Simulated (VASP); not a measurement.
# AsSe4 (I4/m) in VASP: further runs

Runs on AsSe4. Level: PBE. Tasks: single point, relaxation of cell and atoms.

Everything below comes from runs of VASP 6.6.1. Logs are shortened: lines on timing, memory, paths and dates and some standing lists are left out, and cuts for length are marked.

**1. The cell of the first run**

Symmetry: I4/m, No. 87, tetragonal system. Conventional cell: a = 8.728 Å, b = 8.728 Å, c = 3.448 Å, α = 90.00°, β = 90.00°, γ = 90.00°. Within 4.0 Å of As (site symmetry 4/m) lie 12 Se at 2.87 to 3.95 Å and 2 As at 3.45 Å. Se (site symmetry m) has 6 Se at 2.59 to 3.45 Å and 2 As at 2.87 Å within 3.5 Å.

The cell was built from a structure type or drawn by symmetry, and may not be a known phase.

**2. Single point, PBE**

INCAR reads:

```
ALGO     = Normal         # electronic algorithm
EDIFF    = 1E-7           # SCF threshold, eV
ENCUT    = 520            # plane-wave cutoff, eV
GGA      = PE             # functional
ISIF     = 2              # what is computed and relaxed
ISMEAR   = 0              # smearing method
LASPH    = T              # aspherical terms in the spheres
LCHARG   = F              # write CHGCAR
LREAL    = F              # projectors in reciprocal space
LWAVE    = F              # write WAVECAR
NBANDS   = 22             # bands
NELM     = 80             # most SCF steps
PREC     = Accurate       # precision mode
SIGMA    = 0.1            # smearing width, eV
```

KPOINTS reads:

```
k-points
0
Gamma
  6 6 6
```

POSCAR reads:

```
AsSe4
1.0
   -4.3638431231      4.3638431231      1.7238311754
    4.3638431231     -4.3638431231      1.7238311754
    4.3638431231      4.3638431231     -1.7238311754
As Se
1 4
Direct
    0.0000000000      0.0000000000      0.0000000000
    0.2791967927      0.6435647443      0.9227615370
    0.7208032073      0.3564352557      0.0772384630
    0.3564352557      0.2791967927      0.6356320484
    0.6435647443      0.7208032073      0.3643679516
```

Potentials or basis: VASP PAW PBE potentials, release 64 (As, Se).

On the command line:

```console
$ cat potpaw_PBE.64/As/POTCAR potpaw_PBE.64/Se/POTCAR > POTCAR
$ mpirun -np 1 vasp_std > vasp.out
```

OUTCAR:

```text
EDIFF = 1E-7
   ENCUT = 520
   GGA = PE
   ISIF = 2
   ISMEAR = 0
   LASPH = T
   LREAL = F
   NELM = 80
   PREC = Accurate

 ion  position               nearest neighbor table
   1  0.000  0.000  0.000-
   2  0.279  0.644  0.923-   3 2.59   3 2.59
   3  0.721  0.356  0.077-   2 2.59   2 2.59
   4  0.356  0.279  0.636-   5 2.59   5 2.59
   5  0.644  0.721  0.364-   4 2.59   4 2.59

  LATTYP: Found a body centered tetragonal cell.
 ALAT       =     8.7276862462
 C/A-ratio  =     0.3950259271

  Lattice vectors:

 A1 = (  -4.3638431231,   4.3638431231,   1.7238311754)
 A2 = (   4.3638431231,  -4.3638431231,   1.7238311754)
 A3 = (   4.3638431231,   4.3638431231,  -1.7238311754)

Analysis of symmetry for initial positions (statically):
=====================================================================
 Subroutine PRICEL returns:
 Original cell was already a primitive cell.

 Routine SETGRP: Setting up the symmetry group for a
 body centered tetragonal supercell.

 Subroutine GETGRP returns: Found  8 space group operations
 (whereof  8 operations were pure point group operations)
 out of a pool of 16 trial point group operations.

The static configuration has the point symmetry C_4h.

Analysis of symmetry for dynamics (positions and initial velocities):
=====================================================================
 Subroutine PRICEL returns:
 Original cell was already a primitive cell.

 Routine SETGRP: Setting up the symmetry group for a
 body centered tetragonal supercell.

 Subroutine GETGRP returns: Found  8 space group operations
 (whereof  8 operations were pure point group operations)
 out of a pool of 16 trial point group operations.

The dynamic configuration has the point symmetry C_4h.

 Subroutine INISYM returns: Found  8 space group operations
 (whereof  8 operations are pure point group operations),
 and found     1 'primitive' translations

----------------------------------------------------------------------------------------

                                     Primitive cell

  volume of cell :     131.3085

  direct lattice vectors                    reciprocal lattice vectors
    -4.363843123  4.363843123  1.723831175     0.000000000  0.114577904  0.290051605
     4.363843123 -4.363843123  1.723831175     0.114577904  0.000000000  0.290051605
     4.363843123  4.363843123 -1.723831175     0.114577904  0.114577904  0.000000000

  length of vectors
     6.407639778  6.407639778  6.407639778     0.311862197  0.311862197  0.162037626

  position of ions in fractional coordinates (direct lattice)
     0.000000000  0.000000000  0.000000000
     0.279196793  0.643564744  0.922761537
     0.720803207  0.356435256  0.077238463
     0.356435256  0.279196793  0.635632048
     0.643564744  0.720803207  0.364367952

  ion indices of the primitive-cell ions
   primitive index   ion index
                 1           1
                 2           2
                 3           3
                 4           4
                 5           5

----------------------------------------------------------------------------------------

 KPOINTS: k-points

Automatic generation of k-mesh.
 Grid dimensions read from file:
 generate k-points for:    6    6    6

 Generating k-lattice:

  Cartesian coordinates                     Fractional coordinates (reciprocal lattice)
     0.000000000  0.019096317  0.048341934     0.166666667  0.000000000  0.000000000
     0.019096317  0.000000000  0.048341934     0.000000000  0.166666667  0.000000000
     0.019096317  0.019096317  0.000000000     0.000000000  0.000000000  0.166666667

  Length of vectors
     0.051977033  0.051977033  0.027006271

  Shift w.r.t. Gamma in fractional coordinates (k-lattice)
     0.000000000  0.000000000  0.000000000

 Subroutine IBZKPT returns following result:
 ===========================================

 Found     36 irreducible k-points:

 Following reciprocal coordinates:
            Coordinates               Weight
  0.000000  0.000000  0.000000      1.000000
  0.166667  0.000000  0.000000      8.000000
  0.333333  0.000000 -0.000000      8.000000
  0.500000  0.000000  0.000000      4.000000
  0.166667  0.166667  0.000000      8.000000
  0.333333  0.166667 -0.000000      8.000000
[... 16 lines left out ...]
 -0.333333  0.333333 -0.166667      4.000000
 -0.166667  0.333333  0.166667      8.000000
 [... further k-points ...]
   k-points           NKPTS =     36   k-points in BZ     NKDIM =     36   number of bands    NBANDS=     22
   number of dos      NEDOS =    301   number of ions     NIONS =      5
   total plane-waves  NPLWV = 110592
   dimension x,y,z NGX =    48 NGY =   48 NGZ =   48
   dimension x,y,z NGXF=    96 NGYF=   96 NGZF=   96
   ions per type =               1   4
   NGX,Y,Z   is equivalent  to a cutoff of  12.45, 12.45, 12.45 a.u.
   NGXF,Y,Z  is equivalent  to a cutoff of  24.91, 24.91, 24.91 a.u.
 SYSTEM =  unknown system
   PREC   = accura    normal or accurate (medium, high low for compatibility)
   ISTART =      0    job   : 0-new  1-cont  2-samecut
   ICHARG =      2    charge: 1-file 2-atom 10-const
   ISPIN  =      1    spin polarized calculation?
   LNONCOLLINEAR =      F non collinear calculations
   LSORBIT =      F    spin-orbit coupling
   LASPH  =      T    aspherical Exc in radial PAW
   ENCUT  =  520.0 eV  38.22 Ry    6.18 a.u.  11.91 11.91 11.91*2*pi/ulx,y,z
   NELM   =     80;   NELMIN=  2; NELMDL= -5     # of ELM steps
   EDIFF  = 0.1E-06   stopping-criterion for ELM
   LREAL  =      F    real-space projection
   EDIFFG = 0.1E-05   stopping-criterion for IOM
   NSW    =      0    number of steps for IOM
   IBRION =     -1    ionic relax: 0-MD 1-quasi-New 2-CG
   NFREE  =      0    steps in history (QN), initial steepest desc. (CG)
   ISIF   =      2    stress and relaxation
   ISYM   =      2    0-nonsym 1-usesym 2-fastsym
   POTIM  = 0.5000    time-step for ionic-motion
   TEBEG  =    0.0;   TEEND  =   0.0 temperature during run
   PSTRESS=    0.0 pullay stress
   NELECT =      29.0000    total number of electrons
   NUPDOWN=      -1.0000    fix difference up-down
   EMIN   =  10.00;   EMAX   =-10.00  energy-range for DOS
   EFERMI =   0.00;   METHOD = LEGACY
   ISMEAR =     0;   SIGMA  =   0.10  broadening in eV -4-tet -1-fermi 0-gaus
   EFERMI_NEDOS =   21; number of points for ismear=-14 and -15
   IALGO  =     38    algorithm
   IMIX   =      4    mixing-type and parameters
     AMIX     =   0.40;   BMIX     =  1.00
     AMIX_MAG =   1.60;   BMIX_MAG =  1.00
  volume/ion in A,a.u.               =      26.26       177.22
  Fermi-wavevector in a.u.,A,eV,Ry     =   0.989562  1.870002 13.323283  0.979234
  Thomas-Fermi vector in A             =   2.121170
   LORBIT       =      0    0 simple, 1 ext, 2 COOP (PROOUT), +10 PAW based schemes
   GGA     = PE    functional components
   LHFCALC =     F    Hartree Fock is set to
   AEXX    =    0.0000 exact exchange contribution
   IVDW    =     0    specifies the selected vdW correction
   LEPSILON=     F    determine dielectric tensor
   LRPA    =     F    only Hartree local field effects (RPA)
 non-spin polarized calculation
 Gauss-broadening in eV      SIGMA  =   0.10
  energy-cutoff  :      520.00
  volume of cell :      131.31
 maximum number of plane-waves:      3568
   NGX = 23   NGY = 23   NGZ = 23

 number of electron      28.9999999 magnetization

 Free energy of the ion-electron system (eV)
  ---------------------------------------------------
  ext. energy  EPLUGINS =         0.00000000
  ---------------------------------------------------
  free energy    TOTEN  =       -17.27612108 eV

  energy without entropy =      -17.27060158  energy(sigma->0) =      -17.27336133

 E-fermi :   3.1291     XC(G=0):  -8.9267

 val. band max:        3.1090058815   @ k =   0.5000   0.5000   0.0000
 cond. band min:       3.1444377112   @ k =  -0.1667  -0.1667   0.1667
 fundamental gap:      0.0354318297
 Fermi energy:         3.1291355456

 k-point     1 :       0.0000    0.0000    0.0000
  band No.  band energies     occupation
      1     -12.5912      2.00000
      2     -11.4530      2.00000
      3      -8.7693      2.00000
      4      -8.7693      2.00000
      5      -7.6691      2.00000
      6      -1.1395      2.00000
[... 14 lines left out ...]
     21       8.8420      0.00000
     22       9.8207      0.00000

 k-point     2 :       0.1667    0.0000    0.0000
  band No.  band energies     occupation
      1     -12.2747      2.00000
      2     -11.2205      2.00000
      3      -8.9057      2.00000
      4      -8.6962      2.00000
      5      -7.3317      2.00000
      6      -1.7646      2.00000
[... 14 lines left out ...]
     21       9.0148      0.00000
     22       9.8900      0.00000

 k-point     3 :       0.3333    0.0000   -0.0000
  band No.  band energies     occupation
      1     -11.3783      2.00000
      2     -10.5566      2.00000
      3      -9.1737      2.00000
      4      -8.8120      2.00000
      5      -7.2117      2.00000
      6      -2.8283      2.00000
[... 14 lines left out ...]
     21       9.1120      0.00000
     22       9.3256      0.00000

 k-point     4 :       0.5000    0.0000    0.0000
  band No.  band energies     occupation
      1     -10.3492      2.00000
      2      -9.8347      2.00000
      3      -9.7835      2.00000
      4      -9.3864      2.00000
      5      -7.4650      2.00000
      6      -3.4370      2.00000
[... 14 lines left out ...]
     21       8.4166      0.00000
     22      10.4289      0.00000

 k-point     5 :       0.1667    0.1667    0.0000
  band No.  band energies     occupation
      1     -11.4337      2.00000
      2     -10.5044      2.00000
      3      -8.9844      2.00000
      4      -8.9659      2.00000
      5      -7.1830      2.00000
      6      -2.9537      2.00000
[... 14 lines left out ...]
     21       8.9524      0.00000
     22       9.2668      0.00000

 k-point     6 :       0.3333    0.1667   -0.0000
  band No.  band energies     occupation
      1     -10.3518      2.00000
      2      -9.8186      2.00000
      3      -9.7915      2.00000
      4      -9.3926      2.00000
      5      -7.4661      2.00000
      6      -3.3338      2.00000
[... 14 lines left out ...]
     21       8.6700      0.00000
     22      10.0353      0.00000

 k-point     7 :      -0.1667   -0.3333    0.0000
  band No.  band energies     occupation
      1     -10.3518      2.00000
      2      -9.8188      2.00000
      3      -9.7912      2.00000
      4      -9.3927      2.00000
      5      -7.4661      2.00000
      6      -3.3356      2.00000
[... 324 lines left out ...]
      6      -1.7878      2.00000
[... 14 lines left out ...]
     21       8.4776      0.00000
     22       9.1645      0.00000

 k-point    21 :       0.3333    0.3333    0.1667
  band No.  band energies     occupation
      1     -11.1485      2.00000
      2     -10.8469      2.00000
      3      -9.0299      2.00000
      4      -8.9635      2.00000
      5      -7.2590      2.00000
      6      -2.7383      2.00000
[... 14 lines left out ...]
     21       9.3921      0.00000
     22       9.5549      0.00000

 k-point    22 :      -0.3333    0.3333    0.1667
  band No.  band energies     occupation
      1     -12.2998      2.00000
      2     -11.7260      2.00000
      3      -9.7434      2.00000
      4      -8.4507      2.00000
      5      -6.5599      2.00000
      6      -2.1821      2.00000
[... 14 lines left out ...]
     21       8.1977      0.00000
     22       9.0963      0.00000

 k-point    23 :      -0.3333    0.3333   -0.1667
  band No.  band energies     occupation
      1     -12.2999      2.00000
      2     -11.7259      2.00000
      3      -9.7443      2.00000
      4      -8.4480      2.00000
      5      -6.5650      2.00000
      6      -1.8466      2.00000
[... 14 lines left out ...]
     21       8.1150      0.00000
     22       9.1392      0.00000

 k-point    24 :      -0.1667    0.3333    0.1667
  band No.  band energies     occupation
      1     -12.0407      2.00000
      2     -11.4150      2.00000
      3      -9.6395      2.00000
      4      -8.3800      2.00000
      5      -6.7425      2.00000
      6      -1.9624      2.00000
[... 14 lines left out ...]
     21       9.0727      0.00000
     22       9.4581      0.00000

 [... further k-points ...]
[... 5 lines left out ...]
  --------------------------------------------------------------------------------------
  -------------------------------------------------------------------------------------
  Total       -0.0008405     -0.0008405     -0.0189006     -0.0000005     -0.0000000     -0.0000000
  in kB       -0.0102559     -0.0102559     -0.2306178     -0.0000064     -0.0000000     -0.0000000
  external PRESSURE =      -0.0837099 kB  Pullay stress =       0.0000000 kB

 VOLUME and BASIS-vectors are now :
 -----------------------------------------------------------------------------
  energy-cutoff  :      520.00
  volume of cell :      131.31
      direct lattice vectors                 reciprocal lattice vectors
    -4.363843123  4.363843123  1.723831175     0.000000000  0.114577904  0.290051605
     4.363843123 -4.363843123  1.723831175     0.114577904  0.000000000  0.290051605
     4.363843123  4.363843123 -1.723831175     0.114577904  0.114577904  0.000000000

 POSITION                                       TOTAL-FORCE (eV/Angst)
 -----------------------------------------------------------------------------------
      0.00000      0.00000      0.00000         0.000000     -0.000000     -0.000000
      5.61683      2.43674      0.00000        -0.000944      0.001930     -0.000000
     -1.25299      1.92710      1.72383         0.000944     -0.001930      0.000000
      2.43674      3.11086      0.00000         0.001930      0.000944      0.000000
      1.92710      1.25299      1.72383        -0.001930     -0.000944     -0.000000
 -----------------------------------------------------------------------------------
    total drift:                                0.000000      0.000000     -0.000000

  FREE ENERGIE OF THE ION-ELECTRON SYSTEM (eV)
  ---------------------------------------------------
  free  energy   TOTEN  =       -17.2761210795 eV

  energy  without entropy=      -17.2706015818  energy(sigma->0) =      -17.27336133
```

Wall time 1.9 min (1 thread of Intel Xeon Platinum 8259CL at 2.50GHz (Skylake/Cascade Lake), shared host); peak memory 0.35 GiB.

What came out:

| Item | Value |
| --- | --- |
| Free energy | -17.2761 eV |
| Pressure | 0.0 GPa |
| Band gap on the k mesh | zero (an odd number of electrons rules out a gap without spin polarisation) |

Forces on the atoms (eV/Å):
```
As   0.000  0.000  0.000
Se  -0.001  0.002  0.000
Se   0.001 -0.002  0.000
Se   0.002  0.001  0.000
Se  -0.002 -0.001  0.000
```

Levels at points of the mesh, in eV from the Fermi level:
| k point | band 11 | band 12 | band 13 | band 14 | band 15 | band 16 | band 17 | band 18 | band 19 | band 20 |
| --- | --- | --- | --- | --- | --- | --- | --- | --- | --- | --- |
| (0.00, 0.00, 0.00) | -2.39 | -1.17 | -0.60 | -0.60 | -0.48 | -0.34 | 1.66 | 3.60 | 3.60 | 3.80 |
| (0.50, 0.00, 0.00) | -2.61 | -2.05 | -1.74 | -0.91 | -0.50 | 0.68 | 1.18 | 1.58 | 2.70 | 3.29 |
| (0.50, 0.50, 0.00) | -2.14 | -1.45 | -0.67 | -0.35 | -0.02 | 1.08 | 1.11 | 2.46 | 3.09 | 3.62 |
| (0.50, 0.50, 0.50) | -2.07 | -1.16 | -1.16 | 0.80 | 1.11 | 1.11 | 1.55 | 1.62 | 2.44 | 2.44 |

[end of part 1 of 2]
